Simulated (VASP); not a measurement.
# BN in VASP: further runs

BN is run at these levels: PBE; tasks: electric field gradients.

All numbers are computed with VASP 6.6.1; they aren't measurements. Logs are shortened: lines on timing, memory, paths and dates and some standing lists are left out, and cuts for length are marked.

## 1. The cell of the first run

The structure is tetragonal, space group I-4m2 (No. 119). Conventional cell: a = 2.607 Å, b = 2.607 Å, c = 3.615 Å, α = 90.00°, β = 90.00°, γ = 90.00°. B (site symmetry -4m2) has 4 N at 1.59 Å within 2.1 Å. N (site symmetry -4m2) has 4 B at 1.59 Å within 2.1 Å.

## 2. Electric field gradients, PBE (x and y stretched by +2 %, z held)

INCAR

```
PREC = Accurate
ENCUT = 520
EDIFF = 1E-8
ISMEAR = -1
SIGMA = 0.03
LREAL = False
LASPH = True
NELM = 100
ALGO = Normal
ISIF = 2
LWAVE = False
LCHARG = False
GGA = PE
LEFG = True
NBANDS = 11
```

KPOINTS

```
regular mesh
0
Gamma
  13 13 13
```

POSCAR

```
BN
1.0
    0.0000000000      1.8436500000      1.8075000000
    1.8436500000      0.0000000000      1.8075000000
    1.8436500000      1.8436500000      0.0000000000
B N
1 1
Direct
    0.0000000000      0.0000000000      0.0000000000
    0.7500000000      0.7500000000      0.7500000000
```

Potentials or basis: VASP PAW PBE potentials, release 64 (B, N).

Launch:

```bash
$ cat potpaw_PBE.64/B/POTCAR potpaw_PBE.64/N/POTCAR > POTCAR
$ mpirun -np 1 vasp_std > vasp.out
```

OUTCAR:

```text
PREC = Accurate
   ENCUT = 520
   EDIFF = 1E-8
   ISMEAR = -1
   LREAL = False
   LASPH = True
   NELM = 100
   ISIF = 2
   GGA = PE

 ion  position               nearest neighbor table
   1  0.000  0.000  0.000-   2 1.59   2 1.59   2 1.59   2 1.59
   2  0.750  0.750  0.750-   1 1.59   1 1.59   1 1.59   1 1.59

  LATTYP: Found a body centered tetragonal cell.
 ALAT       =     2.6073148343
 C/A-ratio  =     1.3864838847

  Lattice vectors:

 A1 = (   0.0000000000,  -1.8436500000,  -1.8075000000)
 A2 = (   0.0000000000,   1.8436500000,  -1.8075000000)
 A3 = (   1.8436500000,   0.0000000000,   1.8075000000)

Analysis of symmetry for initial positions (statically):
=====================================================================
 Subroutine PRICEL returns:
 Original cell was already a primitive cell.

 Routine SETGRP: Setting up the symmetry group for a
 body centered tetragonal supercell.

 Subroutine GETGRP returns: Found  8 space group operations
 (whereof  8 operations were pure point group operations)
 out of a pool of 16 trial point group operations.

The static configuration has the point symmetry D_2d.

Analysis of symmetry for dynamics (positions and initial velocities):
=====================================================================
 Subroutine PRICEL returns:
 Original cell was already a primitive cell.

 Routine SETGRP: Setting up the symmetry group for a
 body centered tetragonal supercell.

 Subroutine GETGRP returns: Found  8 space group operations
 (whereof  8 operations were pure point group operations)
 out of a pool of 16 trial point group operations.

The dynamic configuration has the point symmetry D_2d.

 Subroutine INISYM returns: Found  8 space group operations
 (whereof  8 operations are pure point group operations),
 and found     1 'primitive' translations

----------------------------------------------------------------------------------------

                                     Primitive cell

  volume of cell :      12.2875

  direct lattice vectors                    reciprocal lattice vectors
     0.000000000  1.843650000  1.807500000    -0.271201150  0.271201150  0.276625173
     1.843650000  0.000000000  1.807500000     0.271201150 -0.271201150  0.276625173
     1.843650000  1.843650000  0.000000000     0.271201150  0.271201150 -0.276625173

  length of vectors
     2.581879465  2.581879465  2.607314834     0.472886470  0.472886470  0.472886470

  position of ions in fractional coordinates (direct lattice)
     0.000000000  0.000000000  0.000000000
     0.750000000  0.750000000  0.750000000

  ion indices of the primitive-cell ions
   primitive index   ion index
                 1           1
                 2           2

----------------------------------------------------------------------------------------

 KPOINTS: regular mesh

Automatic generation of k-mesh.
 Grid dimensions read from file:
 generate k-points for:   13   13   13

 Generating k-lattice:

  Cartesian coordinates                     Fractional coordinates (reciprocal lattice)
    -0.020861627  0.020861627  0.021278859     0.076923077  0.000000000  0.000000000
     0.020861627 -0.020861627  0.021278859     0.000000000  0.076923077  0.000000000
     0.020861627  0.020861627 -0.021278859    -0.000000000 -0.000000000  0.076923077

  Length of vectors
     0.036375882  0.036375882  0.036375882

  Shift w.r.t. Gamma in fractional coordinates (k-lattice)
     0.000000000  0.000000000  0.000000000

 Subroutine IBZKPT returns following result:
 ===========================================

 Found    196 irreducible k-points:

 Following reciprocal coordinates:
            Coordinates               Weight
  0.000000  0.000000  0.000000      1.000000
  0.076923  0.000000  0.000000      8.000000
  0.153846  0.000000  0.000000      8.000000
  0.230769  0.000000  0.000000      8.000000
  0.307692  0.000000  0.000000      8.000000
  0.384615  0.000000  0.000000      8.000000
[... 16 lines left out ...]
  0.384615  0.153846  0.000000      8.000000
  0.461538  0.153846  0.000000      8.000000
 [... further k-points ...]
   k-points           NKPTS =    196   k-points in BZ     NKDIM =    196   number of bands    NBANDS=     11
   number of dos      NEDOS =    301   number of ions     NIONS =      2
   total plane-waves  NPLWV =   8000
   dimension x,y,z NGX =    20 NGY =   20 NGZ =   20
   dimension x,y,z NGXF=    40 NGYF=   40 NGZF=   40
   ions per type =               1   1
   NGX,Y,Z   is equivalent  to a cutoff of  12.88, 12.88, 12.75 a.u.
   NGXF,Y,Z  is equivalent  to a cutoff of  25.76, 25.76, 25.50 a.u.
 SYSTEM =  unknown system
   PREC   = accura    normal or accurate (medium, high low for compatibility)
   ISTART =      0    job   : 0-new  1-cont  2-samecut
   ICHARG =      2    charge: 1-file 2-atom 10-const
   ISPIN  =      1    spin polarized calculation?
   LNONCOLLINEAR =      F non collinear calculations
   LSORBIT =      F    spin-orbit coupling
   LASPH  =      T    aspherical Exc in radial PAW
   ENCUT  =  520.0 eV  38.22 Ry    6.18 a.u.   4.80  4.80  4.85*2*pi/ulx,y,z
   NELM   =    100;   NELMIN=  2; NELMDL= -5     # of ELM steps
   EDIFF  = 0.1E-07   stopping-criterion for ELM
   LREAL  =      F    real-space projection
   EDIFFG = 0.1E-06   stopping-criterion for IOM
   NSW    =      0    number of steps for IOM
   IBRION =     -1    ionic relax: 0-MD 1-quasi-New 2-CG
   NFREE  =      0    steps in history (QN), initial steepest desc. (CG)
   ISIF   =      2    stress and relaxation
   ISYM   =      2    0-nonsym 1-usesym 2-fastsym
   POTIM  = 0.5000    time-step for ionic-motion
   TEBEG  =    0.0;   TEEND  =   0.0 temperature during run
   PSTRESS=    0.0 pullay stress
   NELECT =       8.0000    total number of electrons
   NUPDOWN=      -1.0000    fix difference up-down
   EMIN   =  10.00;   EMAX   =-10.00  energy-range for DOS
   EFERMI =   0.00;   METHOD = LEGACY
   ISMEAR =    -1;   SIGMA  =   0.03  broadening in eV -4-tet -1-fermi 0-gaus
   EFERMI_NEDOS =   21; number of points for ismear=-14 and -15
   IALGO  =     38    algorithm
   IMIX   =      4    mixing-type and parameters
     AMIX     =   0.40;   BMIX     =  1.00
     AMIX_MAG =   1.60;   BMIX_MAG =  1.00
  volume/ion in A,a.u.               =       6.14        41.46
  Fermi-wavevector in a.u.,A,eV,Ry     =   1.418893  2.681320 27.392041  2.013258
  Thomas-Fermi vector in A             =   2.539971
   LORBIT       =      0    0 simple, 1 ext, 2 COOP (PROOUT), +10 PAW based schemes
   GGA     = PE    functional components
   LHFCALC =     F    Hartree Fock is set to
   AEXX    =    0.0000 exact exchange contribution
   IVDW    =     0    specifies the selected vdW correction
   LEPSILON=     F    determine dielectric tensor
   LRPA    =     F    only Hartree local field effects (RPA)
 non-spin polarized calculation
  energy-cutoff  :      520.00
  volume of cell :       12.29
 maximum number of plane-waves:       338
   NGX =  9   NGY =  9   NGZ =  9

 number of electron       8.0000001 magnetization

 Free energy of the ion-electron system (eV)
  ---------------------------------------------------
  ext. energy  EPLUGINS =         0.00000000
  ---------------------------------------------------
  free energy    TOTEN  =       -17.43274558 eV

  energy without entropy =      -17.43274558  energy(sigma->0) =      -17.43274558

 E-fermi :   7.7183     XC(G=0): -12.6280

 val. band max:        7.0466192623   @ k =   0.0000   0.0000   0.0000
 cond. band min:      11.2012798989   @ k =   0.4615   0.4615   0.0000
 fundamental gap:      4.1546606366
 Fermi energy:         7.7183378810

 k-point     1 :       0.0000    0.0000    0.0000
  band No.  band energies     occupation
      1     -12.8635      2.00000
      2       6.8623      2.00000
      3       6.8623      2.00000
      4       7.0466      2.00000
      5      15.4658      0.00000
      6      15.6049      0.00000
      7      15.6049      0.00000
      8      16.6335      0.00000
      9      30.9421      0.00000
     10      33.7222      0.00000
     11      34.4797      0.00000
[... 309 lines left out ...]
 k-point    24 :       0.4615    0.1538    0.0000
  band No.  band energies     occupation
      1      -9.0066      2.00000
      2      -2.0882      2.00000
      3       3.9217      2.00000
      4       4.0590      2.00000
      5      15.4148      0.00000
      6      18.7617      0.00000
      7      19.0625      0.00000
      8      21.0180      0.00000
      9      27.3521      0.00000
     10      32.5554      0.00000
     11      34.3640      0.00000

 [... further k-points ...]
[... 5 lines left out ...]
  --------------------------------------------------------------------------------------
  -------------------------------------------------------------------------------------
  Total       -1.1298234     -1.1298234     -0.2542079      0.0000000      0.0000000     -0.0000000
  in kB     -147.3180217   -147.3180217    -33.1462489      0.0000000      0.0000000     -0.0000000
  external PRESSURE =    -109.2607641 kB  Pullay stress =       0.0000000 kB

 VOLUME and BASIS-vectors are now :
 -----------------------------------------------------------------------------
  energy-cutoff  :      520.00
  volume of cell :       12.29
      direct lattice vectors                 reciprocal lattice vectors
     0.000000000  1.843650000  1.807500000    -0.271201150  0.271201150  0.276625173
     1.843650000  0.000000000  1.807500000     0.271201150 -0.271201150  0.276625173
     1.843650000  1.843650000  0.000000000     0.271201150  0.271201150 -0.276625173

 POSITION                                       TOTAL-FORCE (eV/Angst)
 -----------------------------------------------------------------------------------
      0.00000      0.00000      0.00000        -0.000000     -0.000000      0.000000
      2.76547      2.76547      2.71125         0.000000      0.000000      0.000000
 -----------------------------------------------------------------------------------
    total drift:                               -0.000000     -0.000000      0.000001

  FREE ENERGIE OF THE ION-ELECTRON SYSTEM (eV)
  ---------------------------------------------------
  free  energy   TOTEN  =       -17.4327455848 eV

  energy  without entropy=      -17.4327455848  energy(sigma->0) =      -17.43274558

 Electric field gradients (V/A^2)
---------------------------------------------------------------------
 ion       V_xx      V_yy      V_zz      V_xy      V_xz      V_yz
---------------------------------------------------------------------
   1      -0.359    -0.359     0.718     0.000    -0.000    -0.000
   2       1.566     1.566    -3.132     0.000     0.000     0.000
---------------------------------------------------------------------

 Electric field gradients after diagonalization (V/A^2)
 (convention: |V_zz| > |V_xx| > |V_yy|)
----------------------------------------------------------------------
 ion       V_xx      V_yy      V_zz     asymmetry (V_yy - V_xx)/ V_zz
----------------------------------------------------------------------
   1      -0.359    -0.359     0.718       0.000
   2       1.566     1.566    -3.132       0.000
----------------------------------------------------------------------

           NMR quadrupolar parameters

 Cq : quadrupolar parameter    Cq=e*Q*V_zz/h
 eta: asymmetry parameters     (V_yy - V_xx)/ V_zz
 Q  : nuclear electric quadrupole moment in mb (millibarn)
----------------------------------------------------------------------
 ion       Cq(MHz)       eta       Q (mb)
----------------------------------------------------------------------
   1       0.002       0.000       1.000
   2      -0.008       0.000       1.000
----------------------------------------------------------------------
```

Wall time 22 s (1 thread of Intel Xeon Platinum 8259CL at 2.50GHz (Skylake/Cascade Lake), shared host); peak memory 0.13 GiB.

Results:

```
Free energy            : -17.4327 eV
Pressure               : -10.9 GPa
Band gap on the k mesh : 4.15 eV, indirect (least direct gap 8.42 eV)
```

Stress tensor (GPa, compression positive):
```
-14.73   0.00   0.00
  0.00 -14.73   0.00
  0.00   0.00  -3.31
```

Electric field gradients, principal values (V/Å²):
```
atom   least  middle  greatest (by size)
 1 B  -0.359  -0.359               0.718
 2 N   1.566   1.566              -3.132
```

Caveat: the cell differs from its parent crystal (x and y stretched by +2 %, z held); without QUAD_EFG the Cq values of the log hold for a quadrupole moment of 1 mb, not for the nuclei. A k mesh can miss the band edges.

## 3. Electric field gradients, PBE (atom 2 (N) moved by [0.03, 0.0, 0.0] A)

INCAR

```
  PREC = Accurate
  ENCUT = 520
  EDIFF = 1E-8
  ISMEAR = -1
  SIGMA = 0.03
  LREAL = F
  LASPH = T
  NELM = 100
  ALGO = Normal
  ISIF = 2
  LWAVE = F
  LCHARG = F
  GGA = PE
  LEFG = T
  NBANDS = 11
```

KPOINTS

```
Automatic mesh
0
Gamma
  13 13 13
```

POSCAR

```
BN
1.0
    0.0000000000      1.8075000000      1.8075000000
    1.8075000000      0.0000000000      1.8075000000
    1.8075000000      1.8075000000      0.0000000000
B N
1 1
Direct
    0.0000000000      0.0000000000      0.0000000000
    0.7417012448      0.7582987552      0.7582987552
```

Potentials or basis: VASP PAW PBE potentials, release 64 (B, N).

Launch:

```bash
$ cat potpaw_PBE.64/B/POTCAR potpaw_PBE.64/N/POTCAR > POTCAR
$ mpirun -np 1 vasp_std > vasp.out
```

OUTCAR:

```text
PREC = Accurate
   ENCUT = 520
   EDIFF = 1E-8
   ISMEAR = -1
   LREAL = F
   LASPH = T
   NELM = 100
   ISIF = 2
   GGA = PE

 ion  position               nearest neighbor table
   1  0.000  0.000  0.000-   2 1.55   2 1.55   2 1.58   2 1.58
   2  0.742  0.758  0.758-   1 1.55   1 1.55   1 1.58   1 1.58

  LATTYP: Found a face centered cubic cell.
 ALAT       =     3.6150000000

  Lattice vectors:

 A1 = (   0.0000000000,   1.8075000000,   1.8075000000)
 A2 = (   1.8075000000,   0.0000000000,   1.8075000000)
 A3 = (   1.8075000000,   1.8075000000,   0.0000000000)

Analysis of symmetry for initial positions (statically):
=====================================================================
 Subroutine PRICEL returns:
 Original cell was already a primitive cell.

 Routine SETGRP: Setting up the symmetry group for a
 face centered cubic supercell.

[... 522 lines left out ...]
  energy-cutoff  :      520.00
  volume of cell :       11.81
      direct lattice vectors                 reciprocal lattice vectors
     0.000000000  1.807500000  1.807500000    -0.276625173  0.276625173  0.276625173
     1.807500000  0.000000000  1.807500000     0.276625173 -0.276625173  0.276625173
     1.807500000  1.807500000  0.000000000     0.276625173  0.276625173 -0.276625173

 POSITION                                       TOTAL-FORCE (eV/Angst)
 -----------------------------------------------------------------------------------
      0.00000      0.00000      0.00000         0.725867      0.000000      0.000000
      2.74125      2.71125      2.71125        -0.725867     -0.000000     -0.000000
 -----------------------------------------------------------------------------------
    total drift:                                0.000033      0.000001      0.000001

  FREE ENERGIE OF THE ION-ELECTRON SYSTEM (eV)
  ---------------------------------------------------
  free  energy   TOTEN  =       -17.4388994745 eV

  energy  without entropy=      -17.4388994745  energy(sigma->0) =      -17.43889947

 Electric field gradients (V/A^2)
---------------------------------------------------------------------
 ion       V_xx      V_yy      V_zz      V_xy      V_xz      V_yz
---------------------------------------------------------------------
   1       0.091    -0.046    -0.046    -0.000    -0.000    -2.519
   2       0.003    -0.001    -0.001     0.001     0.001     1.004
---------------------------------------------------------------------

 Electric field gradients after diagonalization (V/A^2)
 (convention: |V_zz| > |V_xx| > |V_yy|)
----------------------------------------------------------------------
 ion       V_xx      V_yy      V_zz     asymmetry (V_yy - V_xx)/ V_zz
----------------------------------------------------------------------
   1       2.473     0.091    -2.564       0.929
   2       1.002     0.003    -1.005       0.995
----------------------------------------------------------------------

           NMR quadrupolar parameters

 Cq : quadrupolar parameter    Cq=e*Q*V_zz/h
 eta: asymmetry parameters     (V_yy - V_xx)/ V_zz
 Q  : nuclear electric quadrupole moment in mb (millibarn)
----------------------------------------------------------------------
 ion       Cq(MHz)       eta       Q (mb)
----------------------------------------------------------------------
   1      -0.006       0.929       1.000
   2      -0.002       0.995       1.000
----------------------------------------------------------------------
```

It took 38 s on 1 thread of Intel Xeon Platinum 8259CL at 2.50GHz (Skylake/Cascade Lake), shared host; peak memory 0.15 GiB.

Results:

| Item | Value |
| --- | --- |
| Free energy | -17.4389 eV |
| Pressure | 3.6 GPa |
| Largest force | 0.726 eV/Å |
| Band gap on the k mesh | 4.26 eV, indirect (least direct gap 8.36 eV) |

Forces on the atoms (eV/Å):
```
B    0.726  0.000  0.000
N   -0.726  0.000  0.000
```

Stress tensor (GPa, compression positive):
```
3.47 0.00 0.00
0.00 3.59 0.77
0.00 0.77 3.59
```

Electric field gradients, principal values (V/Å²):
```
atom  least  middle  greatest (by size)
 1 B  0.091   2.473              -2.564
 2 N  0.003   1.002              -1.005
```

Caveat: the cell differs from its parent crystal (atom 2 (N) moved by [0.03, 0.0, 0.0] A); without QUAD_EFG the Cq values of the log hold for a quadrupole moment of 1 mb, not for the nuclei. A k mesh can miss the band edges.
